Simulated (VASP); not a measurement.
A run of VASP 6.6.1:

INCAR

```
SYSTEM = PtSe2
ALGO = Normal
DIPOL = 0.5 0.5 0.391
EDIFF = 1E-6
ENCUT = 520
GGA = PE
IDIPOL = 3
ISIF = 2
ISMEAR = 0
IVDW = 12
LASPH = .TRUE.
LCHARG = .FALSE.
LDIPOL = .TRUE.
LREAL = .FALSE.
LWAVE = .FALSE.
NBANDS = 31
NELM = 80
PREC = Accurate
SIGMA = 0.05
```

KPOINTS

```
k-points
0
G
  9 9 1
  0 0 0
```

Contents of POSCAR:

```
PtSe2
1.0
    3.7070358307      0.0000000000      0.0000000000
   -1.8535179153      3.2103872021      0.0000000000
    0.0000000000      0.0000000000     22.7981611688
Se Pt
4 2
Direct
    0.6666666667      0.3333333333      0.1973843402
    0.3333333333      0.6666666667      0.3135814565
    0.5000000000      1.0000000000      0.4675412418
    0.8333333333      0.6666666667      0.5837383581
    0.0000000000      0.0000000000      0.2554828983
    1.1666666667      1.3333333333      0.5256398000
```

Potentials or basis: VASP PAW PBE potentials, release 64 (Se, Pt).

Command:

```bash
$ cat potpaw_PBE.64/Se/POTCAR potpaw_PBE.64/Pt/POTCAR > POTCAR
$ mpirun -np 1 vasp_std > vasp.out
```

Hardware: 1 thread of Intel(R) Xeon(R) 6975P-C (Granite Rapids) (shared host).

**Question.** How long does it take, and how much memory?

**Answer.** It took 2.9 min on 1 thread of Intel(R) Xeon(R) 6975P-C (Granite Rapids), on a shared host, peak memory 0.47 GiB. Counts: scf iterations 24, k points 25.
